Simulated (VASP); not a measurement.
A run of VASP 6.6.1 is set up as follows.

INCAR

```
SYSTEM = GaAs3
PREC = Accurate
ENCUT = 500
EDIFF = 1E-6
ISMEAR = 0
SIGMA = 0.2
LREAL = .False.
LASPH = .True.
NELM = 120
ALGO = Normal
ISIF = 2
LWAVE = .False.
LCHARG = .True.
GGA = PE
LELF = .True.
LVHAR = .True.
NBANDS = 22
GGA_COMPAT = .False.
```

The input KPOINTS:

```
Automatic mesh
0
Gamma
  6 6 3
  0 0 0
```

The input POSCAR:

```
GaAs3
1.0
    2.9162465438      0.0000000000      0.0000000000
   -1.4581232719      2.5255435906      0.0000000000
    0.0000000000      0.0000000000     10.6316420970
Ga As
1 3
Direct
    0.0000000000      0.0000000000      0.5000000000
    0.0000000000      0.0000000000      0.2506344855
    0.0000000000      0.0000000000      0.7493655145
    0.0000000000      0.0000000000      0.0000000000
```

Potentials or basis: VASP PAW PBE potentials, release 64 (Ga_d, As).

Run with:

```sh
$ cat potpaw_PBE.64/Ga_d/POTCAR potpaw_PBE.64/As/POTCAR > POTCAR
$ mpirun -np 1 vasp_std > vasp.out
```

Task: What does it give for the pressure?

Result: 0.4 GPa.

Task: Predict the band gap on the k mesh.

Result: Zero (bands 14 and 15 overlap by 7.55 eV).

Task: What does it give for the largest force?

Result: 0.056 eV/Å.

Stress tensor (GPa, compression positive):
```
0.11 0.00 0.00
0.00 0.11 0.00
0.00 0.00 0.83
```

Caveat: the k points lie up to 0.41 Å⁻¹ apart, too coarse for converged energies and pressures of a metal.
